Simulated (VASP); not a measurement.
# KF (Pm-3m) in VASP: further runs

KF is run at these levels: LDA; tasks: single point.

Program: VASP 6.6.1. These are calculated values, not measurements. Logs are shortened: lines on timing, memory, paths and dates and some standing lists are left out, and cuts for length are marked.

### Step 1. The cell of the first run

It takes space group Pm-3m (No. 221, cubic). The conventional cell has a = 3.215 Å, b = 3.215 Å, c = 3.215 Å, α = 90.00°, β = 90.00°, γ = 90.00°. K (site symmetry m-3m) has 8 F at 2.78 Å and 6 K at 3.21 Å within 3.7 Å. F (site symmetry m-3m) has 8 K at 2.78 Å and 6 F at 3.21 Å within 3.7 Å.

### Step 2. Single point, LDA, collinear spin, ferromagnetic start

INCAR reads:

```
  PREC = Accurate
  ENCUT = 520
  EDIFF = 1E-7
  ISMEAR = 0
  SIGMA = 0.02
  LREAL = False
  LASPH = True
  NELM = 150
  ALGO = Normal
  ISIF = 2
  LWAVE = False
  LCHARG = False
  ISPIN = 2
  MAGMOM = 0.5 0
  LORBIT = 11
  NBANDS = 19
```

KPOINTS reads:

```
Automatic mesh
0
Gamma
  8 8 8
```

POSCAR reads:

```
KF
1.0
    3.2149096683      0.0000000000      0.0000000000
    0.0000000000      3.2149096683      0.0000000000
    0.0000000000      0.0000000000      3.2149096683
K F
1 1
Direct
    0.0000000000      0.0000000000      0.0000000000
    0.5000000000      0.5000000000      0.5000000000
```

Potentials or basis: VASP PAW LDA potentials, release 64 (K_sv, F).

Command:

```bash
$ cat potpaw_LDA.64/K_sv/POTCAR potpaw_LDA.64/F/POTCAR > POTCAR
$ mpirun -np 1 vasp_std > vasp.out
```

OUTCAR:

```text
PREC = Accurate
   ENCUT = 520
   EDIFF = 1E-7
   ISMEAR = 0
   LREAL = False
   LASPH = True
   NELM = 150
   ISIF = 2
   ISPIN = 2
   LORBIT = 11

 ion  position               nearest neighbor table
   1  0.000  0.000  0.000-   2 2.78   2 2.78   2 2.78   2 2.78   2 2.78   2 2.78   2 2.78   2 2.78

   2  0.500  0.500  0.500-   1 2.78   1 2.78   1 2.78   1 2.78   1 2.78   1 2.78   1 2.78   1 2.78

  LATTYP: Found a simple cubic cell.
 ALAT       =     3.2149096683

  Lattice vectors:

 A1 = (   3.2149096683,   0.0000000000,   0.0000000000)
 A2 = (   0.0000000000,   3.2149096683,   0.0000000000)
 A3 = (   0.0000000000,   0.0000000000,   3.2149096683)

Analysis of symmetry for initial positions (statically):
=====================================================================
 Subroutine PRICEL returns:
 Original cell was already a primitive cell.

 Routine SETGRP: Setting up the symmetry group for a
 simple cubic supercell.

 Subroutine GETGRP returns: Found 48 space group operations
 (whereof 48 operations were pure point group operations)
 out of a pool of 48 trial point group operations.

The static configuration has the point symmetry O_h .

Analysis of symmetry for dynamics (positions and initial velocities):
=====================================================================
 Subroutine PRICEL returns:
 Original cell was already a primitive cell.

 Routine SETGRP: Setting up the symmetry group for a
 simple cubic supercell.

 Subroutine GETGRP returns: Found 48 space group operations
 (whereof 48 operations were pure point group operations)
 out of a pool of 48 trial point group operations.

The dynamic configuration has the point symmetry O_h .

Analysis of structural, dynamic, and magnetic symmetry:
=====================================================================
 Subroutine PRICEL returns:
 Original cell was already a primitive cell.

 Routine SETGRP: Setting up the symmetry group for a
 simple cubic supercell.

 Subroutine GETGRP returns: Found 48 space group operations
 (whereof 48 operations were pure point group operations)
 out of a pool of 48 trial point group operations.

The overall configuration has the point symmetry O_h .

 Subroutine INISYM returns: Found 48 space group operations
 (whereof 48 operations are pure point group operations),
 and found     1 'primitive' translations

----------------------------------------------------------------------------------------

                                     Primitive cell

  volume of cell :      33.2282

  direct lattice vectors                    reciprocal lattice vectors
     3.214909668  0.000000000  0.000000000     0.311050730  0.000000000  0.000000000
     0.000000000  3.214909668  0.000000000     0.000000000  0.311050730  0.000000000
     0.000000000  0.000000000  3.214909668     0.000000000  0.000000000  0.311050730

  length of vectors
     3.214909668  3.214909668  3.214909668     0.311050730  0.311050730  0.311050730

  position of ions in fractional coordinates (direct lattice)
     0.000000000  0.000000000  0.000000000
     0.500000000  0.500000000  0.500000000

  ion indices of the primitive-cell ions
   primitive index   ion index
                 1           1
                 2           2

----------------------------------------------------------------------------------------

 KPOINTS: Automatic mesh

Automatic generation of k-mesh.
 Grid dimensions read from file:
 generate k-points for:    8    8    8

 Generating k-lattice:

  Cartesian coordinates                     Fractional coordinates (reciprocal lattice)
     0.038881341  0.000000000  0.000000000     0.125000000  0.000000000  0.000000000
     0.000000000  0.038881341  0.000000000     0.000000000  0.125000000  0.000000000
     0.000000000  0.000000000  0.038881341     0.000000000  0.000000000  0.125000000

  Length of vectors
     0.038881341  0.038881341  0.038881341

  Shift w.r.t. Gamma in fractional coordinates (k-lattice)
     0.000000000  0.000000000  0.000000000

 Subroutine IBZKPT returns following result:
 ===========================================

 Found     35 irreducible k-points:

 Following reciprocal coordinates:
            Coordinates               Weight
  0.000000  0.000000  0.000000      1.000000
  0.125000  0.000000  0.000000      6.000000
  0.250000  0.000000  0.000000      6.000000
  0.375000  0.000000  0.000000      6.000000
  0.500000  0.000000  0.000000      3.000000
  0.125000  0.125000  0.000000     12.000000
[... 16 lines left out ...]
  0.375000  0.375000  0.125000     24.000000
  0.500000  0.375000  0.125000     24.000000
 [... further k-points ...]
   k-points           NKPTS =     35   k-points in BZ     NKDIM =     35   number of bands    NBANDS=     19
   number of dos      NEDOS =    301   number of ions     NIONS =      2
   total plane-waves  NPLWV =  13824
   dimension x,y,z NGX =    24 NGY =   24 NGZ =   24
   dimension x,y,z NGXF=    48 NGYF=   48 NGZF=   48
   ions per type =               1   1
   NGX,Y,Z   is equivalent  to a cutoff of  12.41, 12.41, 12.41 a.u.
   NGXF,Y,Z  is equivalent  to a cutoff of  24.82, 24.82, 24.82 a.u.
 SYSTEM =  unknown system
   PREC   = accura    normal or accurate (medium, high low for compatibility)
   ISTART =      0    job   : 0-new  1-cont  2-samecut
   ICHARG =      2    charge: 1-file 2-atom 10-const
   ISPIN  =      2    spin polarized calculation?
   LNONCOLLINEAR =      F non collinear calculations
   LSORBIT =      F    spin-orbit coupling
   LASPH  =      T    aspherical Exc in radial PAW
   ENCUT  =  520.0 eV  38.22 Ry    6.18 a.u.   5.98  5.98  5.98*2*pi/ulx,y,z
   NELM   =    150;   NELMIN=  2; NELMDL= -5     # of ELM steps
   EDIFF  = 0.1E-06   stopping-criterion for ELM
   LREAL  =      F    real-space projection
   EDIFFG = 0.1E-05   stopping-criterion for IOM
   NSW    =      0    number of steps for IOM
   IBRION =     -1    ionic relax: 0-MD 1-quasi-New 2-CG
   NFREE  =      0    steps in history (QN), initial steepest desc. (CG)
   ISIF   =      2    stress and relaxation
   ISYM   =      2    0-nonsym 1-usesym 2-fastsym
   POTIM  = 0.5000    time-step for ionic-motion
   TEBEG  =    0.0;   TEEND  =   0.0 temperature during run
   PSTRESS=    0.0 pullay stress
   NELECT =      16.0000    total number of electrons
   NUPDOWN=      -1.0000    fix difference up-down
   EMIN   =  10.00;   EMAX   =-10.00  energy-range for DOS
   EFERMI =   0.00;   METHOD = LEGACY
   ISMEAR =     0;   SIGMA  =   0.02  broadening in eV -4-tet -1-fermi 0-gaus
   EFERMI_NEDOS =   21; number of points for ismear=-14 and -15
   IALGO  =     38    algorithm
   IMIX   =      4    mixing-type and parameters
     AMIX     =   0.40;   BMIX     =  1.00
     AMIX_MAG =   1.60;   BMIX_MAG =  1.00
  volume/ion in A,a.u.               =      16.61       112.12
  Fermi-wavevector in a.u.,A,eV,Ry     =   1.283156  2.424813 22.401839  1.646489
  Thomas-Fermi vector in A             =   2.415425
   LORBIT       =     11    0 simple, 1 ext, 2 COOP (PROOUT), +10 PAW based schemes
   GGA     = CA    functional components
   LHFCALC =     F    Hartree Fock is set to
   AEXX    =    0.0000 exact exchange contribution
   IVDW    =     0    specifies the selected vdW correction
   LEPSILON=     F    determine dielectric tensor
   LRPA    =     F    only Hartree local field effects (RPA)
 spin polarized calculation
 Gauss-broadening in eV      SIGMA  =   0.02
  energy-cutoff  :      520.00
  volume of cell :       33.23
 maximum number of plane-waves:       912
 NGX is ok and might be reduce to    24
   NGX = 11   NGY = 11   NGZ = 11

 number of electron      15.9999986 magnetization       0.0000464

 number of electron      15.9999986 magnetization      -0.0000257

 Free energy of the ion-electron system (eV)
  ---------------------------------------------------
  ext. energy  EPLUGINS =         0.00000000
  ---------------------------------------------------
  free energy    TOTEN  =        -8.91195551 eV

  energy without entropy =       -8.91195551  energy(sigma->0) =       -8.91195551

 E-fermi :  -2.2014     XC(G=0):  -9.9271

 val. band max:       -2.3306685546   @ k =   0.5000   0.5000   0.0000
 cond. band min:       3.8656718747   @ k =   0.0000   0.0000   0.0000
 fundamental gap:      6.1963404293
 Fermi energy:        -2.2014098316

 spin component 1

 k-point     1 :       0.0000    0.0000    0.0000
  band No.  band energies     occupation
      1     -28.7549      1.00000
      2     -20.8323      1.00000
      3     -11.9467      1.00000
      4     -11.9467      1.00000
      5     -11.9467      1.00000
      6      -2.3735      1.00000
[... 11 lines left out ...]
     18      19.6549      0.00000
     19      19.6549      0.00000
[... 485 lines left out ...]
 k-point    24 :       0.5000    0.3750    0.1250
  band No.  band energies     occupation
      1     -28.4686      1.00000
      2     -20.7432      1.00000
      3     -12.8104      1.00000
      4     -12.6869      1.00000
      5     -11.8733      1.00000
      6      -3.1052      1.00000
[... 11 lines left out ...]
     18      21.6223      0.00000
     19      21.9695      0.00000

 [... further k-points ...]

 spin component 2

 k-point     1 :       0.0000    0.0000    0.0000
  band No.  band energies     occupation
      1     -28.7549      1.00000
      2     -20.8323      1.00000
      3     -11.9468      1.00000
      4     -11.9468      1.00000
      5     -11.9468      1.00000
      6      -2.3735      1.00000
[... 11 lines left out ...]
     18      19.6549      0.00000
     19      19.6549      0.00000
[... 485 lines left out ...]
 k-point    24 :       0.5000    0.3750    0.1250
  band No.  band energies     occupation
      1     -28.4687      1.00000
      2     -20.7432      1.00000
      3     -12.8104      1.00000
      4     -12.6870      1.00000
      5     -11.8733      1.00000
      6      -3.1052      1.00000
[... 11 lines left out ...]
     18      21.6223      0.00000
     19      21.9695      0.00000

 [... further k-points ...]
[... 5 lines left out ...]
  --------------------------------------------------------------------------------------
  -------------------------------------------------------------------------------------
  Total       -0.9716706     -0.9716706     -0.9716706     -0.0000000      0.0000000     -0.0000000
  in kB      -46.8514792    -46.8514792    -46.8514792     -0.0000000      0.0000000     -0.0000000
  external PRESSURE =     -46.8514792 kB  Pullay stress =       0.0000000 kB

 VOLUME and BASIS-vectors are now :
 -----------------------------------------------------------------------------
  energy-cutoff  :      520.00
  volume of cell :       33.23
      direct lattice vectors                 reciprocal lattice vectors
     3.214909668  0.000000000  0.000000000     0.311050730  0.000000000  0.000000000
     0.000000000  3.214909668  0.000000000     0.000000000  0.311050730  0.000000000
     0.000000000  0.000000000  3.214909668     0.000000000  0.000000000  0.311050730

 POSITION                                       TOTAL-FORCE (eV/Angst)
 -----------------------------------------------------------------------------------
      0.00000      0.00000      0.00000         0.000000      0.000000      0.000000
      1.60745      1.60745      1.60745         0.000000      0.000000      0.000000
 -----------------------------------------------------------------------------------
    total drift:                                0.000000      0.000000     -0.000000

  FREE ENERGIE OF THE ION-ELECTRON SYSTEM (eV)
  ---------------------------------------------------
  free  energy   TOTEN  =        -8.9119555096 eV

  energy  without entropy=       -8.9119555096  energy(sigma->0) =       -8.91195551

 total charge

# of ion       s       p       d       tot
------------------------------------------
    1        1.955   5.565   0.033   7.553
    2        1.721   4.319   0.000   6.040
--------------------------------------------------
tot          3.676   9.884   0.033  13.594

 magnetization (x)

# of ion       s       p       d       tot
------------------------------------------
    1        0.000   0.000  -0.000   0.000
    2       -0.000  -0.000   0.000  -0.000
--------------------------------------------------
tot          0.000   0.000  -0.000   0.000
```

Run time: 26 s. Hardware: 1 thread of Intel Xeon Platinum 8259CL at 2.50GHz (Skylake/Cascade Lake), shared host; peak memory 0.15 GiB.

What came out:

* Free energy: -8.9120 eV
* Pressure: -4.7 GPa
* Band gap on the k mesh: 6.20 eV, indirect (least direct gap 6.24 eV)
* Net moment: 0.00 μB per cell
* Valence electrons inside the program's atomic spheres: K 7.55; F 6.04

(Part 1 of 2 ends here.)
